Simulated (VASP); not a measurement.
Input of a VASP 6.6.1 run:

Contents of INCAR:

```
PREC = Accurate
ENCUT = 600
EDIFF = 1E-6
ISMEAR = -1
SIGMA = 0.05
LREAL = F
LASPH = T
NELM = 80
ALGO = Normal
ISIF = 3
LWAVE = F
LCHARG = F
GGA = CA
IBRION = 2
NSW = 60
EDIFFG = -0.01
```

KPOINTS

```
Automatic mesh
0
Gamma
  7 7 7
```

File POSCAR:

```
BiTe
1.0
    2.4227077728      1.3987509848      3.3172919545
   -2.4227077728      1.3987509848      3.3172919545
    0.0000000000     -2.7975019696      3.3172919545
Bi Te
1 1
Direct
    0.5000000000      0.5000000000      0.5000000000
    0.0000000000      0.0000000000      0.0000000000
```

Potentials or basis: VASP PAW LDA potentials, release 64 (Bi_d, Te).

Command:

```bash
$ cat potpaw_LDA.64/Bi_d/POTCAR potpaw_LDA.64/Te/POTCAR > POTCAR
$ mpirun -np 1 vasp_std > vasp.out
```

**Question.** Predict the relaxed cell.

**Answer.** a = 4.201 Å, b = 4.201 Å, c = 4.201 Å, α = 69.37°, β = 69.37°, γ = 69.37°.

**Question.** Estimate the space group after relaxing (to 0.05 Å).

**Answer.** R-3m (No. 166).

Final structure:
```yaml
crystal:
  lattice:
    - [2.39075, 1.38030, 3.16682]
    - [-2.39075, 1.38030, 3.16682]
    - [0.00000, -2.76060, 3.16682]
  atoms:
    - { symbol: Bi, position: [0.50000, 0.50000, 0.50000] }
    - { symbol: Te, position: [0.00000, 0.00000, 0.00000] }
```
